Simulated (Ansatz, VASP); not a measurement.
**One calculation of Cd2C, two programs**

Contents of INCAR:

```
SYSTEM = Cd2C
PREC = Accurate ; ENCUT = 600
EDIFF = 1E-6 ; ISMEAR = -1
SIGMA = 0.03 ; LREAL = .False.
LASPH = .True. ; NELM = 100
ALGO = Normal ; ISIF = 3
LWAVE = .False. ; LCHARG = .False.
GGA = PE ; IBRION = 2
NSW = 100 ; EDIFFG = -0.005
```

KPOINTS

```
regular mesh
0
Gamma
  10 10 10
  0 0 0
```

POSCAR

```
Cd2C
1.0
    0.0000000000      3.0056289091      3.0056289091
    3.0056289091      0.0000000000      3.0056289091
    3.0056289091      3.0056289091      0.0000000000
C Cd
1 2
Direct
    0.0000000000      0.0000000000      0.0000000000
    0.2500000000      0.2500000000      0.2500000000
    0.7500000000      0.7500000000      0.7500000000
```

Input for Ansatz:

```yaml
crystal:
  lattice:
    - [0.0, 3.0056289091, 3.0056289091]
    - [3.0056289091, 0.0, 3.0056289091]
    - [3.0056289091, 3.0056289091, 0.0]
  atoms:
    - { symbol: C, position: [0.0, 0.0, 0.0] }
    - { symbol: Cd, position: [0.25, 0.25, 0.25] }
    - { symbol: Cd, position: [0.75, 0.75, 0.75] }
kpoints:
  mp_grid: { grid: [10, 10, 10] }
scf:
  occupations: { method: fermi_dirac, width: 0.03 }
hamiltonian:
  xc: pbe
  pseudopotentials: { kind: paw }
output:
  forces: true
  stress: true
relax:
  f_tol: 0.005
  max_steps: 80
  cell: {}
```

Alike in both runs: task relaxation of cell and atoms; functional PBE; k mesh 10 × 10 × 10; occupations fermi-dirac, width 0.03 eV; no spin polarisation.

```csv
,VASP,Ansatz
version,VASP 6.6.1,Ansatz 0.2.0
potentials or method,"VASP PAW PBE potentials, release 64 (C, Cd)","PAW with Ansatz's default frozen-core files, scalar-relativistic"
plane-wave cutoff (eV),600,420
valence electrons in the cell,28,44
```

```csv
,VASP,Ansatz,Ansatz less VASP
relaxed volume (Å³/atom),17.12,17.00,-0.112
relaxed cell length with the largest relative difference (Å),4.172,4.163,-0.0091
```

VASP's potentials hold 28 valence electrons a cell and Ansatz's 44, so a difference there can come from the potentials and not from the codes.
